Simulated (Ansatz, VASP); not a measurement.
**Two plane-wave programs on AgCl**

Contents of INCAR:

```
ALGO = Normal
EDIFF = 1E-7
ENCUT = 520
GGA = PS
ISIF = 2
ISMEAR = 0
LASPH = True
LCHARG = False
LREAL = False
LWAVE = False
NBANDS = 26
NELM = 60
PREC = Accurate
SIGMA = 0.05
```

The input KPOINTS:

```
k-points
0
Gamma
  10 10 6
```

Contents of POSCAR:

```
AgCl
1.0
    3.3311591989      0.0000000000      0.0000000000
    0.0000000000      3.3311591989      0.0000000000
    0.0000000000      0.0000000000      6.6623183978
Ag Cl
2 2
Direct
   -0.0558364188      0.0000000000      0.0000000000
    0.0558364188      0.0000000000      0.5000000000
    0.3213834991      0.5000000000      0.2500000000
    0.6786165009      0.5000000000      0.7500000000
```

Input for Ansatz:

```yaml
crystal:
  lattice:
    - [3.3311591989, 0.0, 0.0]
    - [0.0, 3.3311591989, 0.0]
    - [0.0, 0.0, 6.6623183978]
  atoms:
    - { symbol: Ag, position: [-0.0558364188, 0.0, 0.0] }
    - { symbol: Ag, position: [0.0558364188, 0.0, 0.5] }
    - { symbol: Cl, position: [0.3213834991, 0.5, 0.25] }
    - { symbol: Cl, position: [0.6786165009, 0.5, 0.75] }
basis:
  ecutwfc: 420
kpoints:
  mp_grid: { grid: [10, 10, 6] }
hamiltonian:
  xc: pbesol
scf:
  occupations: { method: gaussian, width: 0.05 }
output:
  forces: true
  stress: true
  eigenvalues: true
```

Change from the starting cell: mode 1 frozen in at -0.595 Å and mode 6 at -0.186 Å (largest displacements).

Alike in both runs: task single point; functional PBEsol; k mesh 10 × 10 × 6; occupations gaussian, width 0.05 eV; no spin polarisation.

|  | VASP | Ansatz |
| --- | --- | --- |
| version | VASP 6.6.1 | Ansatz 0.2.0 |
| potentials or method | VASP PAW PBE potentials, release 64 (Ag, Cl), cutoff 520 eV | scalar-relativistic, plane waves, PAW |
| valence electrons in the cell | 36 | 52 |

```csv
,VASP,Ansatz,Ansatz less VASP
gap on the k mesh at the Fermi level (eV),0.57,0.57,0.000
least direct gap on the mesh (eV),0.58,0.58,0.000
pressure (GPa),5.6,5.7,+0.13
"traceless stress, the component that is largest in VASP (GPa)",2.14,2.16,+0.018
rms of the force components (eV/Å),0.295,0.296,+0.0009
```

VASP's potentials were made for PBE, not for PBEsol. Atom by atom the forces differ by 0.002 eV/Å (rms over components). VASP's potentials hold 36 valence electrons a cell and Ansatz's 52, so a difference there can come from the potentials and not from the codes.
